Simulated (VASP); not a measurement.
# Nb3Sn (Pm-3n) in VASP: further runs, part 3 of 3

VASP 6.6.1. Earlier steps stand in the parts before.

## 6. Relaxation of cell and atoms, PBE

This run uses another cell than the first one, of 18.42 Å³/atom, 1.039 times its volume.

Contents of INCAR:

```
SYSTEM = Nb3Sn
ALGO = Normal
EDIFF = 1E-6
EDIFFG = -0.005
ENCUT = 600
GGA = PE
IBRION = 2
ISIF = 3
ISMEAR = -1
LASPH = .True.
LCHARG = .False.
LREAL = .False.
LWAVE = .False.
NELM = 80
NSW = 80
PREC = Accurate
SIGMA = 0.02
```

Contents of KPOINTS:

```
k-points
0
Gamma
  4 4 4
  0 0 0
```

Contents of POSCAR:

```
Nb3Sn
1.0
    5.2821000000      0.0000000000      0.0000000000
    0.0000000000      5.2821000000      0.0000000000
    0.0000000000      0.0000000000      5.2821000000
Nb Sn
6 2
Direct
    0.2500000000      0.0000000000      0.5000000000
    0.5000000000      0.7500000000      0.0000000000
    0.7500000000      0.0000000000      0.5000000000
    0.5000000000      0.2500000000      0.0000000000
    0.0000000000      0.5000000000      0.7500000000
    0.0000000000      0.5000000000      0.2500000000
    0.0000000000      0.0000000000      0.0000000000
    0.5000000000      0.5000000000      0.5000000000
```

Potentials or basis: VASP PAW PBE potentials, release 64 (Nb_sv, Sn_d).

The run is started by

```bash
cat potpaw_PBE.64/Nb_sv/POTCAR potpaw_PBE.64/Sn_d/POTCAR > POTCAR
mpirun -np 1 vasp_std > vasp.out
```

OUTCAR:

```text
SYSTEM = Nb3Sn
   EDIFF = 1E-6
   EDIFFG = -0.005
   ENCUT = 600
   GGA = PE
   IBRION = 2
   ISIF = 3
   ISMEAR = -1
   LASPH = .True.
   LREAL = .False.
   NELM = 80
   NSW = 80
   PREC = Accurate

 ion  position               nearest neighbor table
   1  0.250  0.000  0.500-   3 2.64   3 2.64   8 2.95   7 2.95   8 2.95   7 2.95
   2  0.500  0.750  0.000-   4 2.64   4 2.64   8 2.95   8 2.95   7 2.95   7 2.95
   3  0.750  0.000  0.500-   1 2.64   1 2.64   8 2.95   7 2.95   8 2.95   7 2.95
   4  0.500  0.250  0.000-   2 2.64   2 2.64   8 2.95   8 2.95   7 2.95   7 2.95
   5  0.000  0.500  0.750-   6 2.64   6 2.64   8 2.95   7 2.95   7 2.95   8 2.95
   6  0.000  0.500  0.250-   5 2.64   5 2.64   8 2.95   7 2.95   7 2.95   8 2.95
   7  0.000  0.000  0.000-   1 2.95   2 2.95   3 2.95   4 2.95   5 2.95   6 2.95   1 2.95   3 2.95
                             5 2.95   6 2.95   2 2.95   4 2.95
   8  0.500  0.500  0.500-   1 2.95   2 2.95   3 2.95   4 2.95   5 2.95   6 2.95   2 2.95   4 2.95
                             1 2.95   3 2.95   5 2.95   6 2.95

  LATTYP: Found a simple cubic cell.
 ALAT       =     5.2821000000

  Lattice vectors:

 A1 = (   5.2821000000,   0.0000000000,   0.0000000000)
 A2 = (   0.0000000000,   5.2821000000,   0.0000000000)
 A3 = (   0.0000000000,   0.0000000000,   5.2821000000)

Analysis of symmetry for initial positions (statically):
=====================================================================
 Subroutine PRICEL returns:
 Original cell was already a primitive cell.

 Routine SETGRP: Setting up the symmetry group for a
 simple cubic supercell.

 Subroutine GETGRP returns: Found 48 space group operations
 (whereof 24 operations were pure point group operations)
 out of a pool of 48 trial point group operations.

The static configuration has the point symmetry T_h .
 The point group associated with its full space group is O_h .

Analysis of symmetry for dynamics (positions and initial velocities):
=====================================================================
 Subroutine PRICEL returns:
 Original cell was already a primitive cell.

 Routine SETGRP: Setting up the symmetry group for a
[... 114 lines left out ...]
   PSTRESS=    0.0 pullay stress
   NELECT =     106.0000    total number of electrons
   NUPDOWN=      -1.0000    fix difference up-down
   EMIN   =  10.00;   EMAX   =-10.00  energy-range for DOS
   EFERMI =   0.00;   METHOD = LEGACY
   ISMEAR =    -1;   SIGMA  =   0.02  broadening in eV -4-tet -1-fermi 0-gaus
   EFERMI_NEDOS =   21; number of points for ismear=-14 and -15
   IALGO  =     38    algorithm
   IMIX   =      4    mixing-type and parameters
     AMIX     =   0.40;   BMIX     =  1.00
     AMIX_MAG =   1.60;   BMIX_MAG =  1.00
  volume/ion in A,a.u.               =      18.42       124.32
  Fermi-wavevector in a.u.,A,eV,Ry     =   1.466798  2.771845 29.272866  2.151495
  Thomas-Fermi vector in A             =   2.582492
   LORBIT       =      0    0 simple, 1 ext, 2 COOP (PROOUT), +10 PAW based schemes
   GGA     = PE    functional components
   LHFCALC =     F    Hartree Fock is set to
   AEXX    =    0.0000 exact exchange contribution
   IVDW    =     0    specifies the selected vdW correction
   LEPSILON=     F    determine dielectric tensor
   LRPA    =     F    only Hartree local field effects (RPA)
 conjugate gradient relaxation of ions
 non-spin polarized calculation
  energy-cutoff  :      600.00
  volume of cell :      147.37
 maximum number of plane-waves:      4950
   NGX = 21   NGY = 21   NGZ = 21

--------------------------------------- Ionic step        1  -------------------------------------------

 number of electron     106.0000023 magnetization

 Free energy of the ion-electron system (eV)
  ---------------------------------------------------
  ext. energy  EPLUGINS =         0.00000000
  ---------------------------------------------------
  free energy    TOTEN  =       -70.35668838 eV

  energy without entropy =      -70.33460735  energy(sigma->0) =      -70.34564786

------------------------ aborting loop because EDIFF is reached ----------------------------------------

  FORCE on cell =-STRESS in cart. coord.  units (eV):
  Direction    XX          YY          ZZ          XY          YZ          ZX
  --------------------------------------------------------------------------------------
  -------------------------------------------------------------------------------------
  Total        2.6457423      2.6457423      2.6457423     -0.0000000      0.0000000      0.0000000
  in kB       28.7632707     28.7632707     28.7632707     -0.0000000      0.0000000      0.0000000
  external PRESSURE =      28.7632707 kB  Pullay stress =       0.0000000 kB
[... 71 lines left out ...]
--------------------------------------- Ionic step        3  -------------------------------------------

 number of electron     106.0000021 magnetization

 Free energy of the ion-electron system (eV)
  ---------------------------------------------------
  ext. energy  EPLUGINS =         0.00000000
  ---------------------------------------------------
  free energy    TOTEN  =       -70.37894250 eV

  energy without entropy =      -70.35485400  energy(sigma->0) =      -70.36689825

 E-fermi :  11.2423     XC(G=0): -12.2781

 val. band max:       11.2414037730   @ k =   0.5000   0.5000   0.5000
 cond. band min:      11.2846243214   @ k =   0.5000   0.5000   0.0000
 fundamental gap:      0.0432205484
 Fermi energy:        11.2423426306

 k-point     1 :       0.0000    0.0000    0.0000
  band No.  band energies     occupation
      1     -43.4019      2.00000
      2     -43.3345      2.00000
      3     -43.3345      2.00000
      4     -43.1244      2.00000
      5     -43.1244      2.00000
      6     -43.1244      2.00000
[... 684 lines left out ...]
  FREE ENERGIE OF THE ION-ELECTRON SYSTEM (eV)
  ---------------------------------------------------
  free  energy   TOTEN  =       -70.3789425030 eV

  energy  without entropy=      -70.3548540034  energy(sigma->0) =      -70.36689825

 reached required accuracy - stopping structural energy minimisation
```

It took 8.9 min on 1 thread of AMD EPYC 7R13, shared host; peak memory 0.28 GiB.

What came out:

| Quantity | Value |
| --- | --- |
| Free energy | -70.3789 eV |
| Relaxed volume | 18.74 Å³/atom |
| Relaxed cell | a = 5.313 Å, b = 5.313 Å, c = 5.313 Å, α = 90.00°, β = 90.00°, γ = 90.00° |
| Space group after relaxing (to 0.05 Å) | Pm-3n (No. 223) |
| Energy gained by relaxing | 2.8 meV/atom |
| Ionic steps | 3 |
| Pressure after relaxing | 0.0 GPa |
| Band gap on the k mesh | zero (band 53 reaches 11.39 eV, above the bottom of band 54 at 10.82 eV) |

The path:
| step | energy change (eV) | largest force (eV/Å) | pressure (GPa) | volume (Å³) |
| --- | --- | --- | --- | --- |
| 1 | 0.0000 | 0.0000 | 2.88 | 147.37 |
| 2 | 0.0457 | 0.0000 | -4.58 | 154.54 |
| 3 | -0.0223 | 0.0000 | -0.01 | 149.94 |

Final structure:
```
Nb Sn
1.0
     5.31253    0.00000    0.00000
     0.00000    5.31253    0.00000
     0.00000    0.00000    5.31253
Nb Sn
6 2
Cartesian
  1.3281 0.0000 2.6563
  2.6563 3.9844 0.0000
  3.9844 0.0000 2.6563
  2.6563 1.3281 0.0000
  0.0000 2.6563 3.9844
  0.0000 2.6563 1.3281
  0.0000 0.0000 0.0000
  2.6563 2.6563 2.6563
```

Caveat: spin-orbit coupling is left out, which moves the levels of the heavy elements. Zero-point motion and thermal expansion aren't in these numbers.

## 7. Overview

| task | level | potentials or basis | cell | cutoff (eV) | gap on the mesh (eV) | pressure (GPa) |
| --- | --- | --- | --- | --- | --- | --- |
| single point | LDA | VASP PAW LDA potentials, release 64 (Nb_sv, Sn_d) | a = 5.216 Å, 8 atoms | 520 | none | 0.1 |
| single point | PBEsol | VASP PAW PBE potentials, release 64 (Nb_sv, Sn_d) | a = 5.253 Å, 8 atoms | 520 | none | -0.2 |
| single point | PBE | VASP PAW PBE potentials, release 64 (Nb_sv, Sn_d) | a = 5.314 Å, 8 atoms | 520 | none | -0.2 |
| single point | r2SCAN | VASP PAW PBE potentials, release 64 (Nb_sv, Sn_d) | a = 5.300 Å, 8 atoms | 520 | none | -0.1 |
| relaxation of cell and atoms | PBE | VASP PAW PBE potentials, release 64 (Nb_sv, Sn_d) | relaxed from a = 5.282 Å, 8 atoms | 600 | none | 0.0 |

Alike in all rows: no spin polarisation; k mesh 4 × 4 × 4; smearing fermi-dirac 0.02 eV.

Caveats: spin-orbit coupling is left out, which moves the levels of the heavy elements; the PAW data sets were made with another functional, which shifts forces and pressure a little (some runs).

Absolute energies hang on the potentials; compare differences alone.
